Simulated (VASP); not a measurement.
# PtSe2 in VASP: density of states with PBE+D3(BJ)

Aim: the density of states of PtSe2 with PBE+D3(BJ).

Everything below comes from runs of VASP 6.6.1. Logs are shortened: lines on timing, memory, paths and dates and some standing lists are left out, and cuts for length are marked.

### Step 1. The cell of the first run

The cell holds a slab with vacuum, 3 atoms: a = 3.707 Å, b = 3.707 Å, c = 31.122 Å, α = 90.00°, β = 90.00°, γ = 120.00°.

### Step 2. Density of states, PBE+D3(BJ)

The input, POSCAR:

```
PtSe2
1.0
    3.7068661351      0.0000000000      0.0000000000
   -1.8534330675      3.2102402414      0.0000000000
    0.0000000000      0.0000000000     31.1216233429
Se Pt
2 1
Direct
    0.6666666667      0.3333333333      0.4574342816
    0.3333333333      0.6666666667      0.5425657184
    0.0000000000      0.0000000000      0.5000000000
```

The input, INCAR.step1:

```
SYSTEM = PtSe2
ALGO = Normal ; DIPOL = 0.5 0.5 0.500
EDIFF = 1E-7 ; ENCUT = 520
GGA = PE ; IDIPOL = 3
ISIF = 2 ; ISMEAR = 0
IVDW = 12 ; LASPH = .TRUE.
LCHARG = .TRUE. ; LDIPOL = .TRUE.
LMAXMIX = 4 ; LREAL = .FALSE.
LWAVE = .FALSE. ; NBANDS = 18
NELM = 80 ; PREC = Accurate
SIGMA = 0.02
```

The input, KPOINTS.step1:

```
k-points
0
G
  12 12 1
  0 0 0
```

The input, INCAR.step2:

```
SYSTEM = PtSe2
ALGO = Normal ; DIPOL = 0.5 0.5 0.500
EDIFF = 1E-7 ; ENCUT = 520
GGA = PE ; ICHARG = 11
IDIPOL = 3 ; ISIF = 2
ISMEAR = -5 ; IVDW = 12
LASPH = .TRUE. ; LCHARG = .FALSE.
LDIPOL = .TRUE. ; LMAXMIX = 4
LORBIT = 11 ; LREAL = .FALSE.
LWAVE = .FALSE. ; NEDOS = 2001
NELM = 80 ; PREC = Accurate
SIGMA = 0.02
```

The input, KPOINTS.step2:

```
k-points
0
G
  18 18 1
  0 0 0
```

Potentials or basis: VASP PAW PBE potentials, release 64 (Se, Pt).

On the command line:

```console
cat potpaw_PBE.64/Se/POTCAR potpaw_PBE.64/Pt/POTCAR > POTCAR
cp INCAR.step1 INCAR
cp KPOINTS.step1 KPOINTS
mpirun -np 1 vasp_std > vasp.out
cp INCAR.step2 INCAR
cp KPOINTS.step2 KPOINTS
mpirun -np 1 vasp_std > vasp.out
```

OUTCAR:

```text
SYSTEM = PtSe2
   EDIFF = 1E-7
   ENCUT = 520
   GGA = PE
   ICHARG = 11
   ISIF = 2
   ISMEAR = -5
   IVDW = 12
   LASPH = .TRUE.
   LORBIT = 11
   LREAL = .FALSE.
   NELM = 80
   PREC = Accurate
 IVDW          = 12

 ion  position               nearest neighbor table
   1  0.667  0.333  0.457-   3 2.52   3 2.52   3 2.52
   2  0.333  0.667  0.543-   3 2.52   3 2.52   3 2.52
   3  0.000  0.000  0.500-   1 2.52   2 2.52   2 2.52   1 2.52   1 2.52   2 2.52

  LATTYP: Found a hexagonal cell.
 ALAT       =     3.7068661351
 C/A-ratio  =     8.3956696057

  Lattice vectors:

 A1 = (   3.7068661351,   0.0000000000,   0.0000000000)
 A2 = (  -1.8534330675,   3.2102402414,   0.0000000000)
 A3 = (   0.0000000000,   0.0000000000,  31.1216233429)

Analysis of symmetry for initial positions (statically):
=====================================================================
 Subroutine PRICEL returns:
 Original cell was already a primitive cell.

 Routine SETGRP: Setting up the symmetry group for a
 hexagonal supercell.

 Subroutine GETGRP returns: Found 12 space group operations
 (whereof 12 operations were pure point group operations)
 out of a pool of 24 trial point group operations.

The static configuration has the point symmetry D_3d.

Analysis of symmetry for dynamics (positions and initial velocities):
=====================================================================
 Subroutine PRICEL returns:
 Original cell was already a primitive cell.

 Routine SETGRP: Setting up the symmetry group for a
 hexagonal supercell.

 Subroutine GETGRP returns: Found 12 space group operations
 (whereof 12 operations were pure point group operations)
 out of a pool of 24 trial point group operations.

The dynamic configuration has the point symmetry D_3d.

 Subroutine INISYM returns: Found 12 space group operations
 (whereof 12 operations are pure point group operations),
 and found     1 'primitive' translations

----------------------------------------------------------------------------------------

                                     Primitive cell

  volume of cell :     370.3452

  direct lattice vectors                    reciprocal lattice vectors
     3.706866135  0.000000000  0.000000000     0.269769655  0.155751583  0.000000000
    -1.853433067  3.210240241  0.000000000     0.000000000  0.311503166  0.000000000
     0.000000000  0.000000000 31.121623343     0.000000000  0.000000000  0.032132000

  length of vectors
     3.706866135  3.706866135 31.121623343     0.311503166  0.311503166  0.032132000

  position of ions in fractional coordinates (direct lattice)
     0.666666667  0.333333333  0.457434282
     0.333333333  0.666666667  0.542565718
     0.000000000  0.000000000  0.500000000

  ion indices of the primitive-cell ions
   primitive index   ion index
                 1           1
                 2           2
                 3           3

----------------------------------------------------------------------------------------

 KPOINTS: k-points

Automatic generation of k-mesh.
 Grid dimensions read from file:
 generate k-points for:   18   18    1

 Generating k-lattice:

  Cartesian coordinates                     Fractional coordinates (reciprocal lattice)
     0.014987203  0.008652866  0.000000000     0.055555556  0.000000000  0.000000000
     0.000000000  0.017305731  0.000000000     0.000000000  0.055555556  0.000000000
     0.000000000  0.000000000  0.032132000     0.000000000  0.000000000  1.000000000

  Length of vectors
     0.017305731  0.017305731  0.032132000

  Shift w.r.t. Gamma in fractional coordinates (k-lattice)
     0.000000000  0.000000000  0.000000000

 TETIRR: Found    169 inequivalent tetrahedra from     1944

 Subroutine IBZKPT returns following result:
 ===========================================

 Found     37 irreducible k-points:

 Following reciprocal coordinates:
            Coordinates               Weight
  0.000000  0.000000  0.000000      1.000000
  0.055556  0.000000  0.000000      6.000000
  0.111111  0.000000  0.000000      6.000000
  0.166667  0.000000  0.000000      6.000000
  0.222222  0.000000  0.000000      6.000000
  0.277778  0.000000  0.000000      6.000000
[... 16 lines left out ...]
  0.333333  0.111111  0.000000     12.000000
  0.388889  0.111111  0.000000     12.000000
 [... further k-points ...]
   k-points           NKPTS =     37   k-points in BZ     NKDIM =     37   number of bands    NBANDS=     15
   number of dos      NEDOS =   2001   number of ions     NIONS =      3
   total plane-waves  NPLWV = 188160
   dimension x,y,z NGX =    28 NGY =   28 NGZ =  240
   dimension x,y,z NGXF=    56 NGYF=   56 NGZF=  480
   ions per type =               2   1
   NGX,Y,Z   is equivalent  to a cutoff of  12.56, 12.56, 12.82 a.u.
   NGXF,Y,Z  is equivalent  to a cutoff of  25.11, 25.11, 25.64 a.u.
 SYSTEM =  PtSe2
   PREC   = accura    normal or accurate (medium, high low for compatibility)
   ISTART =      0    job   : 0-new  1-cont  2-samecut
   ICHARG =     11    charge: 1-file 2-atom 10-const
   ISPIN  =      1    spin polarized calculation?
   LNONCOLLINEAR =      F non collinear calculations
   LSORBIT =      F    spin-orbit coupling
   LASPH  =      T    aspherical Exc in radial PAW
   ENCUT  =  520.0 eV  38.22 Ry    6.18 a.u.   6.89  6.89 57.87*2*pi/ulx,y,z
   NELM   =     80;   NELMIN=  2; NELMDL=  0     # of ELM steps
   EDIFF  = 0.1E-06   stopping-criterion for ELM
   LREAL  =      F    real-space projection
   EDIFFG = 0.1E-05   stopping-criterion for IOM
   NSW    =      0    number of steps for IOM
   IBRION =     -1    ionic relax: 0-MD 1-quasi-New 2-CG
   NFREE  =      0    steps in history (QN), initial steepest desc. (CG)
   ISIF   =      2    stress and relaxation
   ISYM   =      2    0-nonsym 1-usesym 2-fastsym
   POTIM  = 0.5000    time-step for ionic-motion
   TEBEG  =    0.0;   TEEND  =   0.0 temperature during run
   PSTRESS=    0.0 pullay stress
   NELECT =      22.0000    total number of electrons
   NUPDOWN=      -1.0000    fix difference up-down
   EMIN   =  10.00;   EMAX   =-10.00  energy-range for DOS
   EFERMI =   0.00;   METHOD = LEGACY
   ISMEAR =    -5;   SIGMA  =   0.02  broadening in eV -4-tet -1-fermi 0-gaus
   EFERMI_NEDOS =   21; number of points for ismear=-14 and -15
   IALGO  =     38    algorithm
   IMIX   =      4    mixing-type and parameters
     AMIX     =   0.40;   BMIX     =  1.00
     AMIX_MAG =   1.60;   BMIX_MAG =  1.00
  volume/ion in A,a.u.               =     123.45       833.07
  Fermi-wavevector in a.u.,A,eV,Ry     =   0.638773  1.207107  5.551605  0.408031
  Thomas-Fermi vector in A             =   1.704226
   LORBIT       =     11    0 simple, 1 ext, 2 COOP (PROOUT), +10 PAW based schemes
   GGA     = PE    functional components
   LHFCALC =     F    Hartree Fock is set to
   AEXX    =    0.0000 exact exchange contribution
   IVDW    =    12    specifies the selected vdW correction
   LEPSILON=     F    determine dielectric tensor
   LRPA    =     F    only Hartree local field effects (RPA)
 non-spin polarized calculation
 Fermi weights with tetrahedron method with Bloechl corrections
  energy-cutoff  :      520.00
  volume of cell :      370.35
 maximum number of plane-waves:     10014
 NGX is ok and might be reduce to    28

 number of electron      21.9999998 magnetization

 dipolmoment           0.000000      0.000000     -0.000000 electrons x Angstroem

 Free energy of the ion-electron system (eV)
  ---------------------------------------------------
  ext. energy  EPLUGINS =         0.00000000
  ---------------------------------------------------
  free energy    TOTEN  =       -14.28778784 eV

  energy without entropy =      -14.28778784  energy(sigma->0) =      -14.28778784

 E-fermi :  -3.8244     XC(G=0):  -2.1749

 val. band max:       -3.8273378951   @ k =   0.0556   0.0000   0.0000
 cond. band min:      -2.4789950777   @ k =   0.2222   0.0000   0.0000
 fundamental gap:      1.3483428174
 Fermi energy:        -3.8243522419

 k-point     1 :       0.0000    0.0000    0.0000
  band No.  band energies     occupation
      1     -17.8755      2.00000
      2     -16.1117      2.00000
      3      -8.9826      2.00000
      4      -8.9236      2.00000
      5      -8.9236      2.00000
      6      -6.7106      2.00000
      7      -6.7106      2.00000
      8      -5.1368      2.00000
      9      -4.5077      2.00000
     10      -3.8309      2.00000
     11      -3.8309      2.00000
     12      -0.8726      0.00000
     13      -0.8725      0.00000
     14       0.6758      0.00000
     15       1.3776      0.00000
[... 397 lines left out ...]
 k-point    24 :       0.3889    0.1111    0.0000
  band No.  band energies     occupation
      1     -16.4388      2.00000
      2     -16.2044      2.00000
      3      -9.7427      2.00000
      4      -8.5996      2.00000
      5      -7.9541      2.00000
      6      -7.4729      2.00000
      7      -6.8848      2.00000
      8      -6.0704      2.00000
      9      -6.0391      2.00000
     10      -5.2887      2.00000
     11      -4.7810      2.00000
     12      -1.7117      0.00000
     13      -1.4642      0.00000
     14       1.2533      0.00000
     15       2.9924      0.00000

 [... further k-points ...]

------------------------ aborting loop because EDIFF is reached ----------------------------------------

 vacuum level on the upper side and lower side of the slab       (xc-potential included)        -0.007        -0.007

 Edisp (eV)   -0.89584

 E8    (eV) :    -0.4116

  FORCE on cell =-STRESS in cart. coord.  units (eV):
  Direction    XX          YY          ZZ          XY          YZ          ZX
  --------------------------------------------------------------------------------------
  -------------------------------------------------------------------------------------
  Total      -0.02611    -0.02611    -0.02764    -0.00000     0.00000     0.00000
  in kB      -0.11297    -0.11297    -0.11957    -0.00000     0.00000     0.00000
  external pressure =       -0.12 kB  Pullay stress =        0.00 kB

 VOLUME and BASIS-vectors are now :
 -----------------------------------------------------------------------------
  energy-cutoff  :      520.00
  volume of cell :      370.35
      direct lattice vectors                 reciprocal lattice vectors
     3.706866135  0.000000000  0.000000000     0.269769655  0.155751583  0.000000000
    -1.853433067  3.210240241  0.000000000     0.000000000  0.311503166  0.000000000
     0.000000000  0.000000000 31.121623343     0.000000000  0.000000000  0.032132000

 POSITION                                       TOTAL-FORCE (eV/Angst)
 -----------------------------------------------------------------------------------
      1.85343      1.07008     14.23610        -0.000000      0.000000      0.002415
     -0.00000      2.14016     16.88553         0.000000     -0.000000     -0.002415
      0.00000      0.00000     15.56081         0.000000      0.000000      0.000000
 -----------------------------------------------------------------------------------
    total drift:                                0.000000     -0.000000     -0.000000

  FREE ENERGIE OF THE ION-ELECTRON SYSTEM (eV)
  ---------------------------------------------------
  free  energy   TOTEN  =       -15.1836237202 eV

  energy  without entropy=      -15.1836237202  energy(sigma->0) =      -15.18362372

 vacuum level on the upper side and lower side of the slab         1.816         1.816

 total charge

# of ion       s       p       d       tot
------------------------------------------
    1        1.477   2.250   0.057   3.783
    2        1.477   2.250   0.057   3.783
    3        0.677   0.699   7.996   9.372
--------------------------------------------------
tot          3.630   5.199   8.109  16.938
```

Wall time 3.1 min (1 thread of Intel Xeon 6975P-C (Granite Rapids), shared host); peak memory 0.56 GiB.

What came out:

```
Valence electrons inside the program's atomic spheres : Se 3.78; Pt 9.37
Dispersion energy per atom                            : -0.299 eV
```

Caveat: spin-orbit coupling is left out, which moves the levels of the heavy elements.
